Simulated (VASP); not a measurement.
# ZrB in VASP: a series of runs, part 2 of 2

VASP 6.6.1.

## Step 5: Single point, PBE (volume scaled by 0.98)

INCAR

```
PREC = Accurate ; ENCUT = 520
EDIFF = 1E-7 ; ISMEAR = -1
SIGMA = 0.15 ; LREAL = False
LASPH = True ; NELM = 80
ALGO = Normal ; ISIF = 2
LWAVE = False ; LCHARG = False
GGA = PE ; NBANDS = 14
```

KPOINTS

```
regular mesh
0
Gamma
  14 14 14
```

POSCAR

```
ZrB
1.0
    0.0000000000      2.4367895620      2.4367895620
    2.4367895620      0.0000000000      2.4367895620
    2.4367895620      2.4367895620      0.0000000000
Zr B
1 1
Direct
    0.0000000000      0.0000000000      0.0000000000
    0.5000000000      0.5000000000      0.5000000000
```

Potentials or basis: VASP PAW PBE potentials, release 64 (Zr_sv, B).

Run with:

```bash
$ cat potpaw_PBE.64/Zr_sv/POTCAR potpaw_PBE.64/B/POTCAR > POTCAR
$ mpirun -np 1 vasp_std > vasp.out
```

OUTCAR:

```text
PREC = Accurate
   ENCUT = 520
   EDIFF = 1E-7
   ISMEAR = -1
   LREAL = False
   LASPH = True
   NELM = 80
   ISIF = 2
   GGA = PE

 ion  position               nearest neighbor table
   1  0.000  0.000  0.000-   2 2.44   2 2.44   2 2.44   2 2.44   2 2.44   2 2.44
   2  0.500  0.500  0.500-   1 2.44   1 2.44   1 2.44   1 2.44   1 2.44   1 2.44

  LATTYP: Found a face centered cubic cell.
 ALAT       =     4.8735791240

  Lattice vectors:

 A1 = (   0.0000000000,   2.4367895620,   2.4367895620)
 A2 = (   2.4367895620,   0.0000000000,   2.4367895620)
 A3 = (   2.4367895620,   2.4367895620,   0.0000000000)

Analysis of symmetry for initial positions (statically):
=====================================================================
 Subroutine PRICEL returns:
 Original cell was already a primitive cell.

 Routine SETGRP: Setting up the symmetry group for a
 face centered cubic supercell.

 Subroutine GETGRP returns: Found 48 space group operations
 (whereof 48 operations were pure point group operations)
 out of a pool of 48 trial point group operations.

The static configuration has the point symmetry O_h .

Analysis of symmetry for dynamics (positions and initial velocities):
=====================================================================
 Subroutine PRICEL returns:
 Original cell was already a primitive cell.

 Routine SETGRP: Setting up the symmetry group for a
 face centered cubic supercell.

 Subroutine GETGRP returns: Found 48 space group operations
 (whereof 48 operations were pure point group operations)
 out of a pool of 48 trial point group operations.

The dynamic configuration has the point symmetry O_h .

 Subroutine INISYM returns: Found 48 space group operations
 (whereof 48 operations are pure point group operations),
 and found     1 'primitive' translations

----------------------------------------------------------------------------------------

                                     Primitive cell

  volume of cell :      28.9390

  direct lattice vectors                    reciprocal lattice vectors
     0.000000000  2.436789562  2.436789562    -0.205188010  0.205188010  0.205188010
     2.436789562  0.000000000  2.436789562     0.205188010 -0.205188010  0.205188010
     2.436789562  2.436789562  0.000000000     0.205188010  0.205188010 -0.205188010

  length of vectors
     3.446140847  3.446140847  3.446140847     0.355396058  0.355396058  0.355396058

  position of ions in fractional coordinates (direct lattice)
     0.000000000  0.000000000  0.000000000
     0.500000000  0.500000000  0.500000000

  ion indices of the primitive-cell ions
   primitive index   ion index
                 1           1
                 2           2

----------------------------------------------------------------------------------------

 KPOINTS: regular mesh

Automatic generation of k-mesh.
 Grid dimensions read from file:
 generate k-points for:   14   14   14

 Generating k-lattice:

  Cartesian coordinates                     Fractional coordinates (reciprocal lattice)
    -0.014656286  0.014656286  0.014656286     0.071428571  0.000000000  0.000000000
     0.014656286 -0.014656286  0.014656286     0.000000000  0.071428571  0.000000000
     0.014656286  0.014656286 -0.014656286     0.000000000  0.000000000  0.071428571

  Length of vectors
     0.025385433  0.025385433  0.025385433

  Shift w.r.t. Gamma in fractional coordinates (k-lattice)
     0.000000000  0.000000000  0.000000000

 Subroutine IBZKPT returns following result:
 ===========================================

 Found    104 irreducible k-points:

 Following reciprocal coordinates:
            Coordinates               Weight
  0.000000  0.000000  0.000000      1.000000
  0.071429  0.000000  0.000000      8.000000
  0.142857  0.000000  0.000000      8.000000
  0.214286  0.000000  0.000000      8.000000
  0.285714  0.000000  0.000000      8.000000
  0.357143  0.000000  0.000000      8.000000
[... 16 lines left out ...]
  0.214286  0.142857  0.000000     24.000000
  0.285714  0.142857  0.000000     24.000000
 [... further k-points ...]
   k-points           NKPTS =    104   k-points in BZ     NKDIM =    104   number of bands    NBANDS=     14
   number of dos      NEDOS =    301   number of ions     NIONS =      2
   total plane-waves  NPLWV =  21952
   dimension x,y,z NGX =    28 NGY =   28 NGZ =   28
   dimension x,y,z NGXF=    56 NGYF=   56 NGZF=   56
   ions per type =               1   1
   NGX,Y,Z   is equivalent  to a cutoff of  13.51, 13.51, 13.51 a.u.
   NGXF,Y,Z  is equivalent  to a cutoff of  27.02, 27.02, 27.02 a.u.
 SYSTEM =  unknown system
   PREC   = accura    normal or accurate (medium, high low for compatibility)
   ISTART =      0    job   : 0-new  1-cont  2-samecut
   ICHARG =      2    charge: 1-file 2-atom 10-const
   ISPIN  =      1    spin polarized calculation?
   LNONCOLLINEAR =      F non collinear calculations
   LSORBIT =      F    spin-orbit coupling
   LASPH  =      T    aspherical Exc in radial PAW
   ENCUT  =  520.0 eV  38.22 Ry    6.18 a.u.   6.41  6.41  6.41*2*pi/ulx,y,z
   NELM   =     80;   NELMIN=  2; NELMDL= -5     # of ELM steps
   EDIFF  = 0.1E-06   stopping-criterion for ELM
   LREAL  =      F    real-space projection
   EDIFFG = 0.1E-05   stopping-criterion for IOM
   NSW    =      0    number of steps for IOM
   IBRION =     -1    ionic relax: 0-MD 1-quasi-New 2-CG
   NFREE  =      0    steps in history (QN), initial steepest desc. (CG)
   ISIF   =      2    stress and relaxation
   ISYM   =      2    0-nonsym 1-usesym 2-fastsym
   POTIM  = 0.5000    time-step for ionic-motion
   TEBEG  =    0.0;   TEEND  =   0.0 temperature during run
   PSTRESS=    0.0 pullay stress
   NELECT =      15.0000    total number of electrons
   NUPDOWN=      -1.0000    fix difference up-down
   EMIN   =  10.00;   EMAX   =-10.00  energy-range for DOS
   EFERMI =   0.00;   METHOD = LEGACY
   ISMEAR =    -1;   SIGMA  =   0.15  broadening in eV -4-tet -1-fermi 0-gaus
   EFERMI_NEDOS =   21; number of points for ismear=-14 and -15
   IALGO  =     38    algorithm
   IMIX   =      4    mixing-type and parameters
     AMIX     =   0.40;   BMIX     =  1.00
     AMIX_MAG =   1.60;   BMIX_MAG =  1.00
  volume/ion in A,a.u.               =      14.47        97.65
  Fermi-wavevector in a.u.,A,eV,Ry     =   1.315055  2.485093 23.529500  1.729369
  Thomas-Fermi vector in A             =   2.445264
   LORBIT       =      0    0 simple, 1 ext, 2 COOP (PROOUT), +10 PAW based schemes
   GGA     = PE    functional components
   LHFCALC =     F    Hartree Fock is set to
   AEXX    =    0.0000 exact exchange contribution
   IVDW    =     0    specifies the selected vdW correction
   LEPSILON=     F    determine dielectric tensor
   LRPA    =     F    only Hartree local field effects (RPA)
 non-spin polarized calculation
  energy-cutoff  :      520.00
  volume of cell :       28.94
 maximum number of plane-waves:       795
 NGX is ok and might be reduce to    28
   NGX = 13   NGY = 13   NGZ = 13

 number of electron      15.0000000 magnetization

 Free energy of the ion-electron system (eV)
  ---------------------------------------------------
  ext. energy  EPLUGINS =         0.00000000
  ---------------------------------------------------
  free energy    TOTEN  =       -16.04265441 eV

  energy without entropy =      -15.95047364  energy(sigma->0) =      -15.99656402

 E-fermi :   7.6658     XC(G=0): -11.5601

 val. band max:        7.6507441487   @ k =   0.5000   0.2857   0.0714
 cond. band min:       7.6742442773   @ k =   0.2857   0.0714   0.0000
 fundamental gap:      0.0235001286
 Fermi energy:         7.6657922488

 k-point     1 :       0.0000    0.0000    0.0000
  band No.  band energies     occupation
      1     -39.7723      2.00000
      2     -17.5920      2.00000
      3     -17.5920      2.00000
      4     -17.5920      2.00000
      5      -0.4521      2.00000
      6       9.3939      0.00002
      7       9.3939      0.00002
      8       9.3939      0.00002
      9      10.8293      0.00000
     10      10.8293      0.00000
     11      11.0980      0.00000
     12      11.0980      0.00000
     13      11.0980      0.00000
     14      18.4046      0.00000
[... 375 lines left out ...]
 k-point    24 :       0.2857    0.1429    0.0000
  band No.  band energies     occupation
      1     -39.7349      2.00000
      2     -17.8794      2.00000
      3     -17.6657      2.00000
      4     -17.6561      2.00000
      5       1.0076      2.00000
      6       6.3375      1.99971
      7       7.4796      1.55163
      8       8.1824      0.06188
      9       9.7152      0.00000
     10      11.5591      0.00000
     11      12.8529      0.00000
     12      14.1897      0.00000
     13      16.4352      0.00000
     14      19.9632      0.00000

 [... further k-points ...]
[... 5 lines left out ...]
  --------------------------------------------------------------------------------------
  -------------------------------------------------------------------------------------
  Total        0.6239820      0.6239820      0.6239820      0.0000000      0.0000000     -0.0000000
  in kB       34.5460627     34.5460627     34.5460627      0.0000000      0.0000000     -0.0000000
  external PRESSURE =      34.5460627 kB  Pullay stress =       0.0000000 kB

 VOLUME and BASIS-vectors are now :
 -----------------------------------------------------------------------------
  energy-cutoff  :      520.00
  volume of cell :       28.94
      direct lattice vectors                 reciprocal lattice vectors
     0.000000000  2.436789562  2.436789562    -0.205188010  0.205188010  0.205188010
     2.436789562  0.000000000  2.436789562     0.205188010 -0.205188010  0.205188010
     2.436789562  2.436789562  0.000000000     0.205188010  0.205188010 -0.205188010

 POSITION                                       TOTAL-FORCE (eV/Angst)
 -----------------------------------------------------------------------------------
      0.00000      0.00000      0.00000        -0.000000     -0.000000     -0.000000
      2.43679      2.43679      2.43679         0.000000      0.000000      0.000000
 -----------------------------------------------------------------------------------
    total drift:                               -0.000000      0.000000      0.000000

  FREE ENERGIE OF THE ION-ELECTRON SYSTEM (eV)
  ---------------------------------------------------
  free  energy   TOTEN  =       -16.0426544086 eV

  energy  without entropy=      -15.9504736371  energy(sigma->0) =      -15.99656402
```

stdout:

```text
POSCAR found type information on POSCAR ZrB
 POSCAR found :  2 types and       2 ions
 scaLAPACK will be used
 LDA part: xc-table for (Slater+PW92), standard interpolation
 POSCAR, INCAR and KPOINTS ok, starting setup
 FFT: planning ... GRIDC
 FFT: planning ... GRID_SOFT
 FFT: planning ... GRID
 WAVECAR not read
 entering main loop
```

Wall time 34 s (1 thread of Intel Xeon 6975P-C, shared host); peak memory 0.19 GiB.

What came out:

```yaml
Free_energy: -16.0427 eV
Pressure: 3.5 GPa
```

Levels at points of the mesh, in eV from the Fermi level:
```csv
k point,band 4,band 5,band 6,band 7,band 8,band 9,band 10,band 11,band 12,band 13
"(0.00, 0.00, 0.00)",-25.26,-8.12,1.73,1.73,1.73,3.16,3.16,3.43,3.43,3.43
"(0.50, 0.00, 0.00)",-25.32,-4.17,-3.88,-1.22,-1.22,4.88,4.88,6.18,7.54,11.48
"(0.50, 0.50, 0.00)",-25.46,-6.18,-0.85,-0.79,2.06,2.06,4.61,5.82,5.82,8.76
```

Caveat: the cell differs from its parent crystal (volume scaled by 0.98).

## Step 6: Single point, PBE

This run uses another cell than the first one, of 14.76 Å³/atom, 0.945 times its volume.

INCAR

```
SYSTEM = ZrB
  ALGO = Normal
  EDIFF = 1E-7
  ENCUT = 520
  GGA = PE
  ISIF = 2
  ISMEAR = -1
  LASPH = .TRUE.
  LCHARG = .FALSE.
  LREAL = .FALSE.
  LWAVE = .FALSE.
  NBANDS = 14
  NELM = 60
  PREC = Accurate
  SIGMA = 0.15
```

KPOINTS

```
k-points
0
G
  14 14 14
  0 0 0
```

POSCAR

```
ZrB
1.0
    0.0000000000      2.4532548557      2.4532548557
    2.4532548557      0.0000000000      2.4532548557
    2.4532548557      2.4532548557      0.0000000000
Zr B
1 1
Direct
    0.0000000000      0.0000000000      0.0000000000
    0.5000000000      0.5000000000      0.5000000000
```

Potentials or basis: VASP PAW PBE potentials, release 64 (Zr_sv, B).

Run with:

```bash
$ cat potpaw_PBE.64/Zr_sv/POTCAR potpaw_PBE.64/B/POTCAR > POTCAR
$ mpirun -np 1 vasp_std > vasp.out
```

It took 26 s on 1 thread of Intel Xeon 6975P-C, shared host; peak memory 0.19 GiB.

It converged, with:

- Free energy: -16.0495 eV
- Pressure: 0.1 GPa

Levels at points of the mesh, in eV from the Fermi level:
```
           k point  band 5  band 6  band 7  band 8  band 9  band 10  band 11  band 12
(0.00, 0.00, 0.00)   -8.07    1.70    1.70    1.70    3.09     3.09     3.38     3.38
(0.50, 0.00, 0.00)   -4.23   -3.84   -1.19   -1.19    4.76     4.76     6.03     7.44
(0.50, 0.50, 0.00)   -6.14   -0.83   -0.81    2.00    2.00     4.50     5.67     5.67
```

## Step 7: The runs side by side

| cell | k mesh | smearing | gap on the mesh (eV) | pressure (GPa) |
| --- | --- | --- | --- | --- |
| a = 3.536 Å, angles 60.0°, 2 atoms | 14 × 14 × 14 | gaussian 0.1 eV | none | -8.2 |
| a = 3.468, b = 3.468, c = 4.806 Å, 4 atoms | 12 × 12 × 10 | gaussian 0.1 eV | none | 3.6 |
| a = 3.468, b = 3.468, c = 5.002 Å, 4 atoms | 12 × 12 × 10 | gaussian 0.1 eV | none | -2.9 |
| a = 3.446 Å, angles 60.0°, 2 atoms | 14 × 14 × 14 | fermi-dirac 0.15 eV | none | 3.5 |
| a = 3.469 Å, angles 60.0°, 2 atoms | 14 × 14 × 14 | fermi-dirac 0.15 eV | none | 0.1 |

Alike in all rows: task single point; level PBE; potentials or basis VASP PAW PBE potentials, release 64 (Zr_sv, B); no spin polarisation; cutoff (eV) 520.

Absolute energies hang on the potentials; compare differences alone.
